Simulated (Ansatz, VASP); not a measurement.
## Pb: VASP beside Ansatz

```
CELL_PARAMETERS angstrom
-7.32342 7.32342 0.00000
-7.32342 0.00000 7.32342
0.00000 7.32342 7.32342
ATOMIC_POSITIONS crystal
Pb 0.33840 0.00000 0.00000
Pb 0.00000 0.33840 0.00000
Pb 0.00000 0.00000 0.33840
Pb 0.66160 0.00000 0.00000
Pb 0.33449 0.33449 0.99654
Pb 0.33449 0.99654 0.33449
Pb 0.00000 0.66160 0.00000
Pb 0.99654 0.33449 0.33449
Pb 0.00000 0.00000 0.66160
Pb 0.66160 0.33840 0.00000
Pb 0.66160 0.00000 0.33840
Pb 0.33840 0.66160 0.00000
Pb 0.33449 0.33449 0.33449
Pb 0.33840 0.00000 0.66160
Pb 0.00000 0.66160 0.33840
Pb 0.00000 0.33840 0.66160
Pb 0.66551 0.66551 0.00346
Pb 0.66654 0.33346 0.33346
Pb 0.66551 0.00346 0.66551
Pb 0.33346 0.66654 0.33346
Pb 0.33346 0.33346 0.66654
Pb 0.00346 0.66551 0.66551
Pb 0.66654 0.66654 0.33346
Pb 0.66654 0.33346 0.66654
Pb 0.33346 0.66654 0.66654
Pb 0.66551 0.66551 0.66551
```

Change from the starting cell: Pb vacancy (site a), charge +0, atoms relaxed at the host's cell.

Alike in both runs: functional LDA; k mesh 3 × 3 × 3; occupations gaussian, width 0.1 eV; no spin polarisation.

Ansatz relaxed the structure, and its values are those at the end. VASP's run is a single point on that final structure, the one shown.

```csv
,VASP,Ansatz
version,VASP 6.6.1,Ansatz 0.2.0
potentials or method,"VASP PAW LDA potentials, release 64 (Pb_d), cutoff 400 eV","scalar-relativistic, plane waves, PAW"
valence electrons in the cell,364,364
```

|  | VASP | Ansatz | Ansatz less VASP |
| --- | --- | --- | --- |
| gap on the k mesh at the Fermi level (eV) | none | none | - |
| rms of the force components (eV/Å) | 0.009 | 0.007 | -0.0022 |

LDA's correlation is that of Perdew and Zunger in VASP and of Perdew and Wang (1992) in Ansatz. A gap of «none» marks a metal or a gap that the smearing closes.

Neither program's run includes spin-orbit coupling.
